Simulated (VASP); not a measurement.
# Al (Fm-3m) in VASP: further runs

Al is run at these levels: PBEsol; tasks: single point, relaxation of cell and atoms.

Program: VASP 6.6.1. These are calculated values, not measurements. Logs are shortened: lines on timing, memory, paths and dates and some standing lists are left out, and cuts for length are marked.

### Step 1. The cell of the first run

Symmetry: Fm-3m, No. 225, cubic system. The conventional cell has a = 4.015 Å, b = 4.015 Å, c = 4.015 Å, α = 90.00°, β = 90.00°, γ = 90.00°. Al (site symmetry m-3m) has 12 Al at 2.84 Å within 3.7 Å.

### Step 2. Single point, PBEsol

Input file INCAR:

```
SYSTEM = Al
ALGO = Fast
EDIFF = 1E-7
ENCUT = 520
GGA = PS
ISIF = 2
ISMEAR = 1
LASPH = .True.
LCHARG = .True.
LELF = .True.
LREAL = .False.
LVHAR = .True.
LWAVE = .False.
NBANDS = 8
NELM = 100
PREC = Accurate
SIGMA = 0.4
```

Input file KPOINTS:

```
k-points
0
Gamma
  40 40 40
  0 0 0
```

Input file POSCAR:

```
Al
1.0
    0.0000000000      2.0072701917      2.0072701917
    2.0072701917      0.0000000000      2.0072701917
    2.0072701917      2.0072701917      0.0000000000
Al
1
Direct
    0.0000000000      0.0000000000      0.0000000000
```

Potentials or basis: VASP PAW PBE potentials, release 64 (Al).

Launch:

```console
> cat potpaw_PBE.64/Al/POTCAR > POTCAR
> mpirun -np 1 vasp_std > vasp.out
```

OUTCAR:

```text
SYSTEM = Al
   EDIFF = 1E-7
   ENCUT = 520
   GGA = PS
   ISIF = 2
   ISMEAR = 1
   LASPH = .True.
   LREAL = .False.
   NELM = 100
   PREC = Accurate

 ion  position               nearest neighbor table
   1  0.000  0.000  0.000-

  LATTYP: Found a face centered cubic cell.
 ALAT       =     4.0145403834

  Lattice vectors:

 A1 = (   0.0000000000,   2.0072701917,   2.0072701917)
 A2 = (   2.0072701917,   0.0000000000,   2.0072701917)
 A3 = (   2.0072701917,   2.0072701917,   0.0000000000)

Analysis of symmetry for initial positions (statically):
=====================================================================
 Subroutine PRICEL returns:
 Original cell was already a primitive cell.

 Routine SETGRP: Setting up the symmetry group for a
 face centered cubic supercell.

 Subroutine GETGRP returns: Found 48 space group operations
 (whereof 48 operations were pure point group operations)
 out of a pool of 48 trial point group operations.

The static configuration has the point symmetry O_h .

Analysis of symmetry for dynamics (positions and initial velocities):
=====================================================================
 Subroutine PRICEL returns:
 Original cell was already a primitive cell.

 Routine SETGRP: Setting up the symmetry group for a
 face centered cubic supercell.

 Subroutine GETGRP returns: Found 48 space group operations
 (whereof 48 operations were pure point group operations)
 out of a pool of 48 trial point group operations.

The dynamic configuration has the point symmetry O_h .

 Subroutine INISYM returns: Found 48 space group operations
 (whereof 48 operations are pure point group operations),
 and found     1 'primitive' translations

----------------------------------------------------------------------------------------

                                     Primitive cell

  volume of cell :      16.1751

  direct lattice vectors                    reciprocal lattice vectors
     0.000000000  2.007270192  2.007270192    -0.249094518  0.249094518  0.249094518
     2.007270192  0.000000000  2.007270192     0.249094518 -0.249094518  0.249094518
     2.007270192  2.007270192  0.000000000     0.249094518  0.249094518 -0.249094518

  length of vectors
     2.838708728  2.838708728  2.838708728     0.431444360  0.431444360  0.431444360

  position of ions in fractional coordinates (direct lattice)
     0.000000000  0.000000000  0.000000000

  ion indices of the primitive-cell ions
   primitive index   ion index
                 1           1

----------------------------------------------------------------------------------------

 KPOINTS: k-points

Automatic generation of k-mesh.
 Grid dimensions read from file:
 generate k-points for:   40   40   40

 Generating k-lattice:

  Cartesian coordinates                     Fractional coordinates (reciprocal lattice)
    -0.006227363  0.006227363  0.006227363     0.025000000  0.000000000  0.000000000
     0.006227363 -0.006227363  0.006227363     0.000000000  0.025000000  0.000000000
     0.006227363  0.006227363 -0.006227363     0.000000000  0.000000000  0.025000000

  Length of vectors
     0.010786109  0.010786109  0.010786109

  Shift w.r.t. Gamma in fractional coordinates (k-lattice)
     0.000000000  0.000000000  0.000000000

 Subroutine IBZKPT returns following result:
 ===========================================

 Found   1661 irreducible k-points:

 Following reciprocal coordinates:
            Coordinates               Weight
  0.000000  0.000000  0.000000      1.000000
  0.025000  0.000000  0.000000      8.000000
  0.050000  0.000000  0.000000      8.000000
  0.075000  0.000000  0.000000      8.000000
  0.100000  0.000000  0.000000      8.000000
  0.125000  0.000000  0.000000      8.000000
[... 16 lines left out ...]
  0.050000  0.025000  0.000000     24.000000
  0.075000  0.025000  0.000000     24.000000
 [... further k-points ...]
   k-points           NKPTS =   1661   k-points in BZ     NKDIM =   1661   number of bands    NBANDS=      8
   number of dos      NEDOS =    301   number of ions     NIONS =      1
   total plane-waves  NPLWV =  13824
   dimension x,y,z NGX =    24 NGY =   24 NGZ =   24
   dimension x,y,z NGXF=    48 NGYF=   48 NGZF=   48
   ions per type =               1
   NGX,Y,Z   is equivalent  to a cutoff of  14.06, 14.06, 14.06 a.u.
   NGXF,Y,Z  is equivalent  to a cutoff of  28.11, 28.11, 28.11 a.u.
 SYSTEM =  Al
   PREC   = accura    normal or accurate (medium, high low for compatibility)
   ISTART =      0    job   : 0-new  1-cont  2-samecut
   ICHARG =      2    charge: 1-file 2-atom 10-const
   ISPIN  =      1    spin polarized calculation?
   LNONCOLLINEAR =      F non collinear calculations
   LSORBIT =      F    spin-orbit coupling
   LASPH  =      T    aspherical Exc in radial PAW
   ENCUT  =  520.0 eV  38.22 Ry    6.18 a.u.   5.28  5.28  5.28*2*pi/ulx,y,z
   NELM   =    100;   NELMIN=  2; NELMDL= -5     # of ELM steps
   EDIFF  = 0.1E-06   stopping-criterion for ELM
   LREAL  =      F    real-space projection
   EDIFFG = 0.1E-05   stopping-criterion for IOM
   NSW    =      0    number of steps for IOM
   IBRION =     -1    ionic relax: 0-MD 1-quasi-New 2-CG
   NFREE  =      0    steps in history (QN), initial steepest desc. (CG)
   ISIF   =      2    stress and relaxation
   ISYM   =      2    0-nonsym 1-usesym 2-fastsym
   POTIM  = 0.5000    time-step for ionic-motion
   TEBEG  =    0.0;   TEEND  =   0.0 temperature during run
   PSTRESS=    0.0 pullay stress
   NELECT =       3.0000    total number of electrons
   NUPDOWN=      -1.0000    fix difference up-down
   EMIN   =  10.00;   EMAX   =-10.00  energy-range for DOS
   EFERMI =   0.00;   METHOD = LEGACY
   ISMEAR =     1;   SIGMA  =   0.40  broadening in eV -4-tet -1-fermi 0-gaus
   EFERMI_NEDOS =   21; number of points for ismear=-14 and -15
   IALGO  =     68    algorithm
   IMIX   =      4    mixing-type and parameters
     AMIX     =   0.40;   BMIX     =  1.00
     AMIX_MAG =   1.60;   BMIX_MAG =  1.00
  volume/ion in A,a.u.               =      16.18       109.16
  Fermi-wavevector in a.u.,A,eV,Ry     =   0.933611  1.764269 11.859246  0.871630
  Thomas-Fermi vector in A             =   2.060331
   LORBIT       =      0    0 simple, 1 ext, 2 COOP (PROOUT), +10 PAW based schemes
   GGA     = PS    functional components
   LHFCALC =     F    Hartree Fock is set to
   AEXX    =    0.0000 exact exchange contribution
   IVDW    =     0    specifies the selected vdW correction
   LEPSILON=     F    determine dielectric tensor
   LRPA    =     F    only Hartree local field effects (RPA)
 non-spin polarized calculation
 RMM-DIIS sequential band-by-band and
 Methfessel and Paxton  Order N= 1 SIGMA  =   0.40
  energy-cutoff  :      520.00
  volume of cell :       16.18
 maximum number of plane-waves:       448
 NGX is ok and might be reduce to    24
   NGX = 11   NGY = 11   NGZ = 11

 number of electron       3.0000000 magnetization

 Free energy of the ion-electron system (eV)
  ---------------------------------------------------
  ext. energy  EPLUGINS =         0.00000000
  ---------------------------------------------------
  free energy    TOTEN  =        -4.09234223 eV

  energy without entropy =       -4.09229225  energy(sigma->0) =       -4.09232557

 E-fermi :   8.1660     XC(G=0): -10.3296

 val. band max:        8.1610167849   @ k =  -0.2750   0.3000   0.0500
 cond. band min:       8.1684688850   @ k =   0.4000   0.1250   0.0000
 fundamental gap:      0.0074521001
 Fermi energy:         8.1659960186

 k-point     1 :       0.0000    0.0000    0.0000
  band No.  band energies     occupation
      1      -3.1095      2.00000
      2      20.8635      0.00000
      3      20.8635      0.00000
      4      20.8635      0.00000
      5      22.5065      0.00000
      6      22.5065      0.00000
      7      22.5065      0.00000
      8      24.7879      0.00000

 k-point     2 :       0.0250    0.0000    0.0000
  band No.  band energies     occupation
      1      -3.0923      2.00000
      2      20.4351      0.00000
      3      20.7924      0.00000
      4      20.7924      0.00000
      5      22.6048      0.00000
      6      22.6048      0.00000
      7      22.7389      0.00000
      8      24.9715      0.00000

 k-point     3 :       0.0500    0.0000    0.0000
  band No.  band energies     occupation
      1      -3.0406      2.00000
      2      19.5745      0.00000
      3      20.6171      0.00000
      4      20.6171      0.00000
      5      22.8610      0.00000
      6      22.8610      0.00000
      7      23.0156      0.00000
      8      25.5190      0.00000

 k-point     4 :       0.0750    0.0000    0.0000
  band No.  band energies     occupation
      1      -2.9546      2.00000
      2      18.5952      0.00000
      3      20.3978      0.00000
      4      20.3978      0.00000
      5      23.1244      0.00000
      6      23.2124      0.00000
      7      23.2124      0.00000
      8      26.3315      0.00000

 k-point     5 :       0.1000    0.0000    0.0000
  band No.  band energies     occupation
      1      -2.8343      2.00000
      2      17.5795      0.00000
      3      20.1706      0.00000
      4      20.1706      0.00000
      5      23.1237      0.00000
      6      23.6159      0.00000
      7      23.6159      0.00000
      8      26.4402      0.00000
[... 177 lines left out ...]
 k-point    22 :       0.0250    0.0250    0.0000
  band No.  band energies     occupation
      1      -3.0865      2.00000
      2      20.5740      0.00000
      3      20.5740      0.00000
      4      20.6791      0.00000
      5      22.4492      0.00000
      6      22.8300      0.00000
      7      22.8300      0.00000
      8      25.0181      0.00000

 k-point    23 :       0.0500    0.0250    0.0000
  band No.  band energies     occupation
      1      -3.0464      2.00000
      2      19.8642      0.00000
      3      20.3132      0.00000
      4      20.6978      0.00000
      5      22.4763      0.00000
      6      23.1306      0.00000
      7      23.1514      0.00000
      8      25.4202      0.00000

 k-point    24 :       0.0750    0.0250    0.0000
  band No.  band energies     occupation
      1      -2.9718      2.00000
      2      18.9227      0.00000
      3      20.0455      0.00000
      4      20.6284      0.00000
      5      22.6715      0.00000
      6      23.2982      0.00000
      7      23.5317      0.00000
      8      26.1378      0.00000

 [... further k-points ...]
[... 5 lines left out ...]
  --------------------------------------------------------------------------------------
  -------------------------------------------------------------------------------------
  Total        0.0060241      0.0060241      0.0060241      0.0000000      0.0000000      0.0000000
  in kB        0.5967013      0.5967013      0.5967013      0.0000000      0.0000000      0.0000000
  external PRESSURE =       0.5967013 kB  Pullay stress =       0.0000000 kB

 VOLUME and BASIS-vectors are now :
 -----------------------------------------------------------------------------
  energy-cutoff  :      520.00
  volume of cell :       16.18
      direct lattice vectors                 reciprocal lattice vectors
     0.000000000  2.007270192  2.007270192    -0.249094518  0.249094518  0.249094518
     2.007270192  0.000000000  2.007270192     0.249094518 -0.249094518  0.249094518
     2.007270192  2.007270192  0.000000000     0.249094518  0.249094518 -0.249094518

 POSITION                                       TOTAL-FORCE (eV/Angst)
 -----------------------------------------------------------------------------------
      0.00000      0.00000      0.00000         0.000000     -0.000000     -0.000000
 -----------------------------------------------------------------------------------
    total drift:                                0.000000     -0.000000     -0.000000

  FREE ENERGIE OF THE ION-ELECTRON SYSTEM (eV)
  ---------------------------------------------------
  free  energy   TOTEN  =        -4.0923422276 eV

  energy  without entropy=       -4.0922922510  energy(sigma->0) =       -4.09232557
```

Wall time 68 s (1 thread of Intel Xeon 6975P-C (Granite Rapids), shared host); peak memory 0.29 GiB.

Results:

```
Free energy : -4.0923 eV
Pressure    : 0.1 GPa
```

Caveat: the PAW data sets were made with another functional, which shifts forces and pressure a little.

### Step 3. Relaxation of cell and atoms, PBEsol

This run uses another cell than the first one, of 16.61 Å³/atom, 1.027 times its volume.

Input file INCAR:

```
SYSTEM = Al
PREC = Accurate ; ENCUT = 600
EDIFF = 1E-7 ; ISMEAR = 1
SIGMA = 0.4 ; LREAL = .False.
LASPH = .True. ; NELM = 60
ALGO = Fast ; ISIF = 3
LWAVE = .False. ; LCHARG = .False.
GGA = PS ; IBRION = 2
NSW = 60 ; EDIFFG = -0.005
```

Input file KPOINTS:

```
Automatic mesh
0
Gamma
  40 40 40
  0 0 0
```

Input file POSCAR:

```
Al
1.0
    0.0000000000      2.0250000000      2.0250000000
    2.0250000000      0.0000000000      2.0250000000
    2.0250000000      2.0250000000      0.0000000000
Al
1
Direct
    0.0000000000      0.0000000000      0.0000000000
```

Potentials or basis: VASP PAW PBE potentials, release 64 (Al).

Launch:

```console
> cat potpaw_PBE.64/Al/POTCAR > POTCAR
> mpirun -np 1 vasp_std > vasp.out
```

OUTCAR:

```text
SYSTEM = Al
   PREC = Accurate
   ENCUT = 600
   EDIFF = 1E-7
   ISMEAR = 1
   LREAL = .False.
   LASPH = .True.
   NELM = 60
   ISIF = 3
   GGA = PS
   IBRION = 2
   NSW = 60
   EDIFFG = -0.005

 ion  position               nearest neighbor table
   1  0.000  0.000  0.000-

  LATTYP: Found a face centered cubic cell.
 ALAT       =     4.0500000000

  Lattice vectors:

 A1 = (   0.0000000000,   2.0250000000,   2.0250000000)
 A2 = (   2.0250000000,   0.0000000000,   2.0250000000)
 A3 = (   2.0250000000,   2.0250000000,   0.0000000000)

Analysis of symmetry for initial positions (statically):
[... 242 lines left out ...]

 number of electron       3.0000000 magnetization

 Free energy of the ion-electron system (eV)
  ---------------------------------------------------
  ext. energy  EPLUGINS =         0.00000000
  ---------------------------------------------------
  free energy    TOTEN  =        -4.09243689 eV

  energy without entropy =       -4.09238683  energy(sigma->0) =       -4.09242020

 E-fermi :   8.1583     XC(G=0): -10.3269

 val. band max:        8.1538106339   @ k =  -0.2750   0.3000   0.0500
 cond. band min:       8.1607847493   @ k =   0.4000   0.1250   0.0000
 fundamental gap:      0.0069741154
 Fermi energy:         8.1582895191

 k-point     1 :       0.0000    0.0000    0.0000
  band No.  band energies     occupation
      1      -3.1122      2.00000
      2      20.8518      0.00000
      3      20.8518      0.00000
      4      20.8518      0.00000
      5      22.4893      0.00000
[... 177 lines left out ...]
 k-point    24 :       0.0750    0.0250    0.0000
  band No.  band energies     occupation
      1      -2.9746      2.00000
      2      18.9108      0.00000
      3      20.0329      0.00000
      4      20.6163      0.00000
      5      22.6546      0.00000

 [... further k-points ...]
[... 5 lines left out ...]
  --------------------------------------------------------------------------------------
  -------------------------------------------------------------------------------------
  Total        0.0002275      0.0002275      0.0002275     -0.0000000      0.0000000      0.0000000
  in kB        0.0225205      0.0225205      0.0225205     -0.0000000      0.0000000      0.0000000
  external PRESSURE =       0.0225205 kB  Pullay stress =       0.0000000 kB
[... 16 lines left out ...]
  FREE ENERGIE OF THE ION-ELECTRON SYSTEM (eV)
  ---------------------------------------------------
  free  energy   TOTEN  =        -4.0924368889 eV

  energy  without entropy=       -4.0923868282  energy(sigma->0) =       -4.09242020

 reached required accuracy - stopping structural energy minimisation
```

OSZICAR:

```text
N       E                     dE             d eps       ncg     rms          rms(c)
DAV:   1    -0.159973228907E+01   -0.15997E+01   -0.93874E+02 16925   0.377E+02
DAV:   2    -0.409302827379E+01   -0.24933E+01   -0.23218E+01 20875   0.334E+01
[... 20 lines left out ...]
       N       E                     dE             d eps       ncg     rms          rms(c)
DAV:   1    -0.409244578870E+01   -0.88037E-04   -0.91754E-04 20895   0.194E-01    0.285E-02
RMM:   2    -0.409244067681E+01    0.51119E-05   -0.47938E-06 16610   0.212E-02    0.125E-02
RMM:   3    -0.409243699567E+01    0.36811E-05   -0.15673E-06 16610   0.102E-02    0.315E-03
RMM:   4    -0.409243685277E+01    0.14290E-06   -0.49849E-07 15781   0.578E-03    0.507E-03
RMM:   5    -0.409243688890E+01   -0.36130E-07   -0.31722E-08  9565   0.209E-03
   3 F= -.40924369E+01 E0= -.40924202E+01  d E =-.268115E-02
```

CONTCAR:

```text
Al
   1.00000000000000
    -0.0000000000000000    2.0077506701101657    2.0077506701101657
     2.0077506701101657   -0.0000000000000000    2.0077506701101657
     2.0077506701101657    2.0077506701101657    0.0000000000000000
  Al
     1
Direct
     0.0000000000000000    0.0000000000000000    0.0000000000000000

  0.00000000E+00  0.00000000E+00  0.00000000E+00
```

It took 76 s on 1 thread of Intel Xeon 6975P-C (Granite Rapids), shared host; peak memory 0.3 GiB.

What came out:

* Free energy: -4.0924 eV
* Relaxed volume: 16.19 Å³/atom
* Relaxed cell: a = 2.839 Å, b = 2.839 Å, c = 2.839 Å, α = 60.00°, β = 60.00°, γ = 60.00°
* Space group after relaxing (to 0.05 Å): Fm-3m (No. 225)
* Energy gained by relaxing: 2.7 meV/atom
* Ionic steps: 3
* Pressure after relaxing: 0.0 GPa

Step by step:
| step | energy change (eV) | largest force (eV/Å) | pressure (GPa) | volume (Å³) |
| --- | --- | --- | --- | --- |
| 1 | 0.0000 | 0.0000 | -1.99 | 16.61 |
| 2 | -0.0026 | 0.0000 | 0.37 | 16.12 |
| 3 | -0.0027 | 0.0000 | 0.00 | 16.19 |

Final structure:
```
CELL_PARAMETERS angstrom
0.00000 2.00775 2.00775
2.00775 0.00000 2.00775
2.00775 2.00775 0.00000
ATOMIC_POSITIONS crystal
Al 0.00000 0.00000 0.00000
```

Levels at points of the mesh, in eV from the Fermi level:
```tsv
k point	band 1	band 2	band 3	band 4
(0.00, 0.00, 0.00)	-11.27	12.69	12.69	12.69
(0.50, 0.00, 0.00)	-4.68	-4.41	11.52	11.52
(0.50, 0.50, 0.00)	-2.97	-1.62	5.25	5.67
```

Caveat: the PAW data sets were made with another functional, which shifts forces and pressure a little.
